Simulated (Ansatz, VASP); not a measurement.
HfB in VASP and in Ansatz

```
Hf B
1.0
     0.00000    2.31000    2.31000
     2.31000    0.00000    2.31000
     2.31000    2.31000    0.00000
Hf B
1 1
Cartesian
  2.3100 2.3100 2.3100
  0.0000 0.0000 0.0000
```

Alike in both runs: task relaxation of cell and atoms; functional r2SCAN; k mesh 10 × 10 × 10; occupations fermi-dirac, width 0.05 eV; no spin polarisation; Hubbard terms Hf d U = 2.0 eV.

|  | VASP | Ansatz |
| --- | --- | --- |
| version | VASP 6.6.1 | Ansatz 0.2.0 |
| potentials or method | VASP PAW PBE potentials, release 64 (Hf_pv, B) | Ansatz PAW |
| plane-wave cutoff (eV) | 600 | 500 |
| valence electrons in the cell | 13 | 29 |

VASP gave:

* gap on the k mesh at the Fermi level, each at its own relaxed structure (eV): none
* relaxed volume (Å³/atom): 14.47
* relaxed length of the cell vector where the two differ most in proportion (Å): 3.446

Estimate Ansatz's values.

gap on the k mesh at the Fermi level, each at its own relaxed structure (eV): none; relaxed volume (Å³/atom): 14.30; relaxed length of the cell vector where the two differ most in proportion (Å): 3.433.

VASP's potentials were made for PBE, not for r2SCAN. The programs project onto different local orbitals, so the same U acts differently, and such runs can settle in different states. A gap of «none» marks a metal or a gap that the smearing closes. VASP's potentials hold 13 valence electrons a cell and Ansatz's 29, so a difference there can come from the potentials and not from the codes.

Spin-orbit coupling is off throughout. Noted on VASP's run: the volume moved by over 15 % at a fixed basis, so the end points are rough. Noted on Ansatz's run: the volume moved by over 15 % at a fixed basis, so the end points are rough; the plane-wave basis is chosen anew once the cell has moved, so the energies of steps on either side of that aren't comparable.
